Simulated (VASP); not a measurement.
# Y2Si (Pnnm) in VASP: single point with PBE

Aim: the single point of Y2Si with PBE.

Everything below comes from runs of VASP 6.6.1. Logs are shortened: lines on timing, memory, paths and dates and some standing lists are left out, and cuts for length are marked.

## 1. The cell of the first run

It takes space group Pnnm (No. 58, orthorhombic). The conventional cell has a = 6.630 Å, b = 6.662 Å, c = 4.078 Å, α = 90.00°, β = 90.00°, γ = 90.00°. Within 4.2 Å of Y (site symmetry m) lie 3 Si at 2.83 to 2.84 Å and 12 Y at 3.85 to 4.11 Å. Within 3.7 Å of Si (site symmetry 2/m) lie 6 Y at 2.83 to 2.84 Å.

## 2. Single point, PBE

The input, INCAR:

```
SYSTEM = Y2Si
PREC = Accurate ; ENCUT = 520
EDIFF = 1E-6 ; ISMEAR = 0
SIGMA = 0.1 ; LREAL = .FALSE.
LASPH = .TRUE. ; NELM = 100
ALGO = Fast ; ISIF = 2
LWAVE = .FALSE. ; LCHARG = .FALSE.
GGA = PE ; NBANDS = 35
```

The input, KPOINTS:

```
Automatic mesh
0
G
  6 6 10
  0 0 0
```

The input, POSCAR:

```
Y2Si
1.0
    6.6302920522      0.0000000000      0.0000000000
    0.0000000000      6.6617161530      0.0000000000
    0.0000000000      0.0000000000      4.0779472050
Y Si
4 2
Direct
    0.8476524162      0.2543149156      0.5000000000
    0.6523475838      0.7543149156      0.0000000000
    0.1523475838      0.7456850844      0.5000000000
    0.3476524162      0.2456850844      0.0000000000
    0.5000000000      0.5000000000      0.5000000000
    0.0000000000      0.0000000000      0.0000000000
```

Potentials or basis: VASP PAW PBE potentials, release 64 (Y_sv, Si).

Launch:

```sh
cat potpaw_PBE.64/Y_sv/POTCAR potpaw_PBE.64/Si/POTCAR > POTCAR
mpirun -np 1 vasp_std > vasp.out
```

OUTCAR:

```text
SYSTEM = Y2Si
   PREC = Accurate
   ENCUT = 520
   EDIFF = 1E-6
   ISMEAR = 0
   LREAL = .FALSE.
   LASPH = .TRUE.
   NELM = 100
   ISIF = 2
   GGA = PE

 ion  position               nearest neighbor table
   1  0.848  0.254  0.500-   5 2.83   6 2.84   6 2.84   3 3.85   4 3.89   4 3.89   4 3.89   4 3.89
                             3 3.94   2 4.11   2 4.11   2 4.11   2 4.11
   2  0.652  0.754  0.000-   6 2.83   5 2.84   5 2.84   4 3.85   3 3.89   3 3.89   3 3.89   3 3.89
                             4 3.94   1 4.11   1 4.11   1 4.11   1 4.11
   3  0.152  0.746  0.500-   5 2.83   6 2.84   6 2.84   1 3.85   2 3.89   2 3.89   2 3.89   2 3.89
                             1 3.94   4 4.11   4 4.11   4 4.11   4 4.11
   4  0.348  0.246  0.000-   6 2.83   5 2.84   5 2.84   2 3.85   1 3.89   1 3.89   1 3.89   1 3.89
                             2 3.94   3 4.11   3 4.11   3 4.11   3 4.11
   5  0.500  0.500  0.500-   1 2.83   3 2.83   2 2.84   4 2.84   2 2.84   4 2.84
   6  0.000  0.000  0.000-   2 2.83   4 2.83   3 2.84   1 2.84   1 2.84   3 2.84

  LATTYP: Found a simple orthorhombic cell.
 ALAT       =     4.0779472050
 B/A-ratio  =     1.6258896251
 C/A-ratio  =     1.6335954877

  Lattice vectors:

 A1 = (   0.0000000000,   0.0000000000,   4.0779472050)
 A2 = (   6.6302920522,   0.0000000000,   0.0000000000)
 A3 = (   0.0000000000,   6.6617161530,   0.0000000000)

Analysis of symmetry for initial positions (statically):
=====================================================================
 Subroutine PRICEL returns:
 Original cell was already a primitive cell.

 Routine SETGRP: Setting up the symmetry group for a
 simple orthorhombic supercell.

 Subroutine GETGRP returns: Found  8 space group operations
 (whereof  4 operations were pure point group operations)
 out of a pool of  8 trial point group operations.

The static configuration has the point symmetry C_2h.
 The point group associated with its full space group is D_2h.

Analysis of symmetry for dynamics (positions and initial velocities):
=====================================================================
 Subroutine PRICEL returns:
 Original cell was already a primitive cell.

 Routine SETGRP: Setting up the symmetry group for a
 simple orthorhombic supercell.

 Subroutine GETGRP returns: Found  8 space group operations
 (whereof  4 operations were pure point group operations)
 out of a pool of  8 trial point group operations.

The dynamic configuration has the point symmetry C_2h.
 The point group associated with its full space group is D_2h.

 Subroutine INISYM returns: Found  8 space group operations
 (whereof  4 operations are pure point group operations),
 and found     1 'primitive' translations

----------------------------------------------------------------------------------------

                                     Primitive cell

  volume of cell :     180.1194

  direct lattice vectors                    reciprocal lattice vectors
     6.630292052  0.000000000  0.000000000     0.150822919  0.000000000  0.000000000
     0.000000000  6.661716153  0.000000000     0.000000000  0.150111469  0.000000000
     0.000000000  0.000000000  4.077947205     0.000000000  0.000000000  0.245221419

  length of vectors
     6.630292052  6.661716153  4.077947205     0.150822919  0.150111469  0.245221419

  position of ions in fractional coordinates (direct lattice)
     0.847652416  0.254314916  0.500000000
     0.652347584  0.754314916  0.000000000
     0.152347584  0.745685084  0.500000000
     0.347652416  0.245685084  0.000000000
     0.500000000  0.500000000  0.500000000
     0.000000000  0.000000000  0.000000000

  ion indices of the primitive-cell ions
   primitive index   ion index
                 1           1
                 2           2
                 3           3
                 4           4
                 5           5
                 6           6

----------------------------------------------------------------------------------------

 KPOINTS: Automatic mesh

Automatic generation of k-mesh.
 Grid dimensions read from file:
 generate k-points for:    6    6   10

 Generating k-lattice:

  Cartesian coordinates                     Fractional coordinates (reciprocal lattice)
     0.025137153  0.000000000  0.000000000     0.166666667  0.000000000  0.000000000
     0.000000000  0.025018578  0.000000000     0.000000000  0.166666667  0.000000000
     0.000000000  0.000000000  0.024522142     0.000000000  0.000000000  0.100000000

  Length of vectors
     0.025137153  0.025018578  0.024522142

  Shift w.r.t. Gamma in fractional coordinates (k-lattice)
     0.000000000  0.000000000  0.000000000

 Subroutine IBZKPT returns following result:
 ===========================================

 Found     96 irreducible k-points:

 Following reciprocal coordinates:
            Coordinates               Weight
  0.000000  0.000000  0.000000      1.000000
  0.166667  0.000000  0.000000      2.000000
  0.333333  0.000000  0.000000      2.000000
  0.500000  0.000000  0.000000      1.000000
  0.000000  0.166667  0.000000      2.000000
  0.166667  0.166667  0.000000      4.000000
[... 16 lines left out ...]
  0.333333  0.166667  0.100000      8.000000
  0.500000  0.166667  0.100000      4.000000
 [... further k-points ...]
   k-points           NKPTS =     96   k-points in BZ     NKDIM =     96   number of bands    NBANDS=     35
   number of dos      NEDOS =    301   number of ions     NIONS =      6
   total plane-waves  NPLWV =  75000
   dimension x,y,z NGX =    50 NGY =   50 NGZ =   30
   dimension x,y,z NGXF=   100 NGYF=  100 NGZF=   60
   ions per type =               4   2
   NGX,Y,Z   is equivalent  to a cutoff of  12.54, 12.48, 12.23 a.u.
   NGXF,Y,Z  is equivalent  to a cutoff of  25.07, 24.96, 24.46 a.u.
 SYSTEM =  Y2Si
   PREC   = accura    normal or accurate (medium, high low for compatibility)
   ISTART =      0    job   : 0-new  1-cont  2-samecut
   ICHARG =      2    charge: 1-file 2-atom 10-const
   ISPIN  =      1    spin polarized calculation?
   LNONCOLLINEAR =      F non collinear calculations
   LSORBIT =      F    spin-orbit coupling
   LASPH  =      T    aspherical Exc in radial PAW
   ENCUT  =  520.0 eV  38.22 Ry    6.18 a.u.  12.33 12.39  7.58*2*pi/ulx,y,z
   NELM   =    100;   NELMIN=  2; NELMDL= -5     # of ELM steps
   EDIFF  = 0.1E-05   stopping-criterion for ELM
   LREAL  =      F    real-space projection
   EDIFFG = 0.1E-04   stopping-criterion for IOM
   NSW    =      0    number of steps for IOM
   IBRION =     -1    ionic relax: 0-MD 1-quasi-New 2-CG
   NFREE  =      0    steps in history (QN), initial steepest desc. (CG)
   ISIF   =      2    stress and relaxation
   ISYM   =      2    0-nonsym 1-usesym 2-fastsym
   POTIM  = 0.5000    time-step for ionic-motion
   TEBEG  =    0.0;   TEEND  =   0.0 temperature during run
   PSTRESS=    0.0 pullay stress
   NELECT =      52.0000    total number of electrons
   NUPDOWN=      -1.0000    fix difference up-down
   EMIN   =  10.00;   EMAX   =-10.00  energy-range for DOS
   EFERMI =   0.00;   METHOD = LEGACY
   ISMEAR =     0;   SIGMA  =   0.10  broadening in eV -4-tet -1-fermi 0-gaus
   EFERMI_NEDOS =   21; number of points for ismear=-14 and -15
   IALGO  =     68    algorithm
   IMIX   =      4    mixing-type and parameters
     AMIX     =   0.40;   BMIX     =  1.00
     AMIX_MAG =   1.60;   BMIX_MAG =  1.00
  volume/ion in A,a.u.               =      30.02       202.58
  Fermi-wavevector in a.u.,A,eV,Ry     =   1.081988  2.044661 15.928317  1.170698
  Thomas-Fermi vector in A             =   2.218018
   LORBIT       =      0    0 simple, 1 ext, 2 COOP (PROOUT), +10 PAW based schemes
   GGA     = PE    functional components
   LHFCALC =     F    Hartree Fock is set to
   AEXX    =    0.0000 exact exchange contribution
   IVDW    =     0    specifies the selected vdW correction
   LEPSILON=     F    determine dielectric tensor
   LRPA    =     F    only Hartree local field effects (RPA)
 non-spin polarized calculation
 RMM-DIIS sequential band-by-band and
 Gauss-broadening in eV      SIGMA  =   0.10
  energy-cutoff  :      520.00
  volume of cell :      180.12
 maximum number of plane-waves:      4883
 NGX is ok and might be reduce to    50
   NGX = 25   NGY = 25   NGZ = 15

 number of electron      51.9999998 magnetization

 Free energy of the ion-electron system (eV)
  ---------------------------------------------------
  ext. energy  EPLUGINS =         0.00000000
  ---------------------------------------------------
  free energy    TOTEN  =       -38.71853285 eV

  energy without entropy =      -38.67373022  energy(sigma->0) =      -38.69613153

 E-fermi :   3.1656     XC(G=0):  -9.1793

 val. band max:        3.1620535336   @ k =   0.0000   0.3333   0.4000
 cond. band min:       3.1704617756   @ k =   0.1667   0.1667   0.0000
 fundamental gap:      0.0084082420
 Fermi energy:         3.1655629373

 k-point     1 :       0.0000    0.0000    0.0000
  band No.  band energies     occupation
      1     -39.5254      2.00000
      2     -39.5105      2.00000
      3     -39.5030      2.00000
      4     -39.5025      2.00000
      5     -19.6730      2.00000
      6     -19.6241      2.00000
[... 27 lines left out ...]
     34       5.3458      0.00000
     35       6.0276      0.00000

 k-point     2 :       0.1667    0.0000    0.0000
  band No.  band energies     occupation
      1     -39.5242      2.00000
      2     -39.5097      2.00000
      3     -39.5057      2.00000
      4     -39.5018      2.00000
      5     -19.6635      2.00000
      6     -19.6127      2.00000
[... 27 lines left out ...]
     34       5.4843      0.00000
     35       5.9494      0.00000

 k-point     3 :       0.3333    0.0000    0.0000
  band No.  band energies     occupation
      1     -39.5206      2.00000
      2     -39.5103      2.00000
      3     -39.5077      2.00000
      4     -39.5028      2.00000
      5     -19.6390      2.00000
      6     -19.5819      2.00000
[... 27 lines left out ...]
     34       5.6444      0.00000
     35       6.0697      0.00000

 k-point     4 :       0.5000    0.0000    0.0000
  band No.  band energies     occupation
      1     -39.5156      2.00000
      2     -39.5156      2.00000
      3     -39.5051      2.00000
      4     -39.5051      2.00000
      5     -19.6075      2.00000
      6     -19.6075      2.00000
[... 27 lines left out ...]
     34       5.5234      0.00000
     35       5.5268      0.00000

 k-point     5 :       0.0000    0.1667    0.0000
  band No.  band energies     occupation
      1     -39.5244      2.00000
      2     -39.5115      2.00000
      3     -39.5030      2.00000
      4     -39.5025      2.00000
      5     -19.6715      2.00000
      6     -19.6327      2.00000
[... 638 lines left out ...]
 k-point    22 :       0.1667    0.1667    0.1000
  band No.  band energies     occupation
      1     -39.5223      2.00000
      2     -39.5101      2.00000
      3     -39.5054      2.00000
      4     -39.5020      2.00000
      5     -19.6579      2.00000
      6     -19.6190      2.00000
[... 27 lines left out ...]
     34       5.5777      0.00000
     35       6.0494      0.00000

 k-point    23 :       0.3333    0.1667    0.1000
  band No.  band energies     occupation
      1     -39.5191      2.00000
      2     -39.5095      2.00000
      3     -39.5081      2.00000
      4     -39.5032      2.00000
      5     -19.6348      2.00000
      6     -19.5989      2.00000
[... 27 lines left out ...]
     34       5.6120      0.00000
     35       5.6919      0.00000

 k-point    24 :       0.5000    0.1667    0.1000
  band No.  band energies     occupation
      1     -39.5144      2.00000
      2     -39.5144      2.00000
      3     -39.5055      2.00000
      4     -39.5055      2.00000
      5     -19.6073      2.00000
      6     -19.6073      2.00000
[... 27 lines left out ...]
     34       5.5130      0.00000
     35       5.9549      0.00000

 [... further k-points ...]

------------------------ aborting loop because EDIFF is reached ----------------------------------------

  FORCE on cell =-STRESS in cart. coord.  units (eV):
  Direction    XX          YY          ZZ          XY          YZ          ZX
  --------------------------------------------------------------------------------------
  -------------------------------------------------------------------------------------
  Total       -0.0174625     -0.0867955     -0.0446239      0.0000000      0.0000000      0.0000000
  in kB       -0.1553308     -0.7720536     -0.3969332      0.0000000      0.0000000      0.0000000
  external PRESSURE =      -0.4414392 kB  Pullay stress =       0.0000000 kB

 VOLUME and BASIS-vectors are now :
 -----------------------------------------------------------------------------
  energy-cutoff  :      520.00
  volume of cell :      180.12
      direct lattice vectors                 reciprocal lattice vectors
     6.630292052  0.000000000  0.000000000     0.150822919  0.000000000  0.000000000
     0.000000000  6.661716153  0.000000000     0.000000000  0.150111469  0.000000000
     0.000000000  0.000000000  4.077947205     0.000000000  0.000000000  0.245221419

 POSITION                                       TOTAL-FORCE (eV/Angst)
 -----------------------------------------------------------------------------------
      5.62018      1.69417      2.03897        -0.000020     -0.000402      0.000000
      4.32526      5.02503      0.00000         0.000020     -0.000402     -0.000000
      1.01011      4.96754      2.03897         0.000020      0.000402      0.000000
      2.30504      1.63668      0.00000        -0.000020      0.000402      0.000000
      3.31515      3.33086      2.03897         0.000000      0.000000      0.000000
      0.00000      0.00000      0.00000         0.000000      0.000000      0.000000
 -----------------------------------------------------------------------------------
    total drift:                                0.000000     -0.000000     -0.000000

  FREE ENERGIE OF THE ION-ELECTRON SYSTEM (eV)
  ---------------------------------------------------
  free  energy   TOTEN  =       -38.7185328459 eV

  energy  without entropy=      -38.6737302239  energy(sigma->0) =      -38.69613153
```

Wall time 22 min (1 thread of Intel Xeon Platinum 8259CL at 2.50GHz (Skylake/Cascade Lake), shared host); peak memory 0.62 GiB.

Results:

* Free energy: -38.7185 eV
* Pressure: 0.0 GPa
* Band gap on the k mesh: zero (bands 26 and 27 overlap by 0.49 eV)
